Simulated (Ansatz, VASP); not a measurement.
**GePt in VASP and in Ansatz**

```
CELL_PARAMETERS angstrom
5.31006 0.00000 0.00000
0.00000 3.97786 0.00000
0.00000 0.00000 6.09244
ATOMIC_POSITIONS crystal
Ge 0.81516 0.75000 0.58802
Ge 0.18484 0.25000 0.41198
Ge 0.68484 0.25000 0.08802
Ge 0.31516 0.75000 0.91198
Pt 0.99924 0.75000 0.19116
Pt 0.00076 0.25000 0.80884
Pt 0.50076 0.25000 0.69116
Pt 0.49924 0.75000 0.30884
```

Change from the starting cell: strain -0.0750 x Voigt [1, -1, 0, 0, 0, 0], atoms carried along.

Alike in both runs: task single point; functional PBEsol; k mesh 8 × 10 × 8; occupations gaussian, width 0.15 eV; no spin polarisation.

```csv
,VASP,Ansatz
version,VASP 6.6.1,Ansatz 0.2.0
potentials or method,"VASP PAW PBE potentials, release 64 (Ge_d, Pt), cutoff 520 eV","scalar-relativistic, plane waves, PAW"
valence electrons in the cell,96,128
```

VASP gave:

```
gap on the k mesh at the Fermi level (eV)                     : none
pressure (GPa)                                                : 3.8
traceless stress, the component that is largest in VASP (GPa) : -10.67
rms of the force components (eV/Å)                            : 0.428
```

Question: Estimate Ansatz's values.

Answer: gap on the k mesh at the Fermi level (eV): none; pressure (GPa): 3.8; traceless stress, the component that is largest in VASP (GPa): -10.65; rms of the force components (eV/Å): 0.422.

VASP's potentials were made for PBE, not for PBEsol. Atom by atom the forces differ by 0.007 eV/Å (rms over components). A gap of «none» marks a metal or a gap that the smearing closes. VASP's potentials hold 96 valence electrons a cell and Ansatz's 128, so a difference there can come from the potentials and not from the codes.

Neither program's run includes spin-orbit coupling.
